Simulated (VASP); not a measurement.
Wanted: the native input for a VASP 6.6.1 run.

| Quantity | Value |
| --- | --- |
| Task | single point |
| Functional | PBEsol |
| Potentials or basis | VASP PAW PBE potentials, release 64 (Mg, O) |
| Cutoff | 520 eV |
| k mesh | 9 × 9 × 6 |
| Occupations | gaussian, width 0.05 eV |
| Spin | no spin polarisation |
| Dipole correction | no |
| Further INCAR settings | ALGO = Normal; EDIFF = 1e-06; NBANDS = 16 |

The structure of MgO lies in POSCAR:

```
MgO
1.0
    3.2197892641      0.0000000000      0.0000000000
   -1.6098946321      2.7884192976      0.0000000000
    0.0000000000      0.0000000000      5.2836741825
Mg O
2 2
Direct
    0.3333333333      0.6666666667      0.0036583380
    0.6666666667      0.3333333333      0.5036583380
    0.3333333333      0.6666666667      0.4009416620
    0.6666666667      0.3333333333      0.9009416620
```

This cell differs from its parent crystal: c/a of the conventional cell at fixed volume 1.6410.

The input as run:

INCAR

```
  ALGO = Normal
  EDIFF = 1E-6
  ENCUT = 520
  GGA = PS
  ISIF = 2
  ISMEAR = 0
  LASPH = True
  LCHARG = True
  LELF = True
  LREAL = False
  LVHAR = True
  LWAVE = False
  NBANDS = 16
  NELM = 100
  PREC = Accurate
  SIGMA = 0.05
```

KPOINTS

```
k-points
0
Gamma
  9 9 6
```

Potentials or basis: VASP PAW PBE potentials, release 64 (Mg, O).

Command:

```bash
$ cat potpaw_PBE.64/Mg/POTCAR potpaw_PBE.64/O/POTCAR > POTCAR
$ mpirun -np 1 vasp_std > vasp.out
```

Results of the run:

- Pressure: 1.6 GPa
- Largest force: 0.617 eV/Å
- Band gap on the k mesh: 3.48 eV, direct

Caveat: the PAW data sets were made with another functional, which shifts forces and pressure a little.

It took 16 s on 1 thread of Intel(R) Xeon(R) 6975P-C (Granite Rapids), on a shared host, peak memory 0.17 GiB.
